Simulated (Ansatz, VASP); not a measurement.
One calculation of InAs, two programs

The input INCAR:

```
ALGO = Normal
EDIFF = 1E-7
ENCUT = 520
ISIF = 2
ISMEAR = 0
LASPH = True
LCHARG = False
LREAL = False
LWAVE = False
NBANDS = 16
NELM = 60
PREC = Accurate
SIGMA = 0.05
```

Contents of KPOINTS:

```
k-points
0
Gamma
  6 6 6
```

File POSCAR:

```
InAs
1.0
    0.0000000000      3.0538853490      3.0538853490
    3.0538853490      0.0000000000      3.0538853490
    3.0538853490      3.0538853490      0.0000000000
In As
1 1
Direct
    0.0000000000      0.0000000000      0.0000000000
    0.7500000000      0.7500000000      0.7500000000
```

Input for Ansatz:

```yaml
crystal:
  lattice:
    - [0.0, 3.053885349, 3.053885349]
    - [3.053885349, 0.0, 3.053885349]
    - [3.053885349, 3.053885349, 0.0]
  atoms:
    - { symbol: In, position: [0.0, 0.0, 0.0] }
    - { symbol: As, position: [0.75, 0.75, 0.75] }
basis:
  ecutwfc: 420
  ecutrho_ratio: 4
kpoints:
  mp_grid: { grid: [6, 6, 6] }
hamiltonian:
  xc: lda
scf:
  occupations: { method: gaussian, width: 0.05 }
output:
  forces: true
  stress: true
  eigenvalues: true
```

Alike in both runs: task single point; functional LDA; k mesh 6 × 6 × 6; occupations gaussian, width 0.05 eV; no spin polarisation.

|  | VASP | Ansatz |
| --- | --- | --- |
| version | VASP 6.6.1 | Ansatz 0.2.0 |
| potentials or method | VASP PAW LDA potentials, release 64 (In_d, As), cutoff 520 eV | scalar-relativistic, plane waves, PAW |
| valence electrons in the cell | 18 | 28 |

Ansatz gave:

- gap on the k mesh at the Fermi level (eV): none
- pressure (GPa): -2.1

What did VASP give for the same quantities?

gap on the k mesh at the Fermi level (eV): none; pressure (GPa): -2.0.

LDA's correlation is that of Perdew and Zunger in VASP and of Perdew and Wang (1992) in Ansatz. A gap of «none» marks a metal or a gap that the smearing closes. VASP's potentials hold 18 valence electrons a cell and Ansatz's 28, so a difference there can come from the potentials and not from the codes.
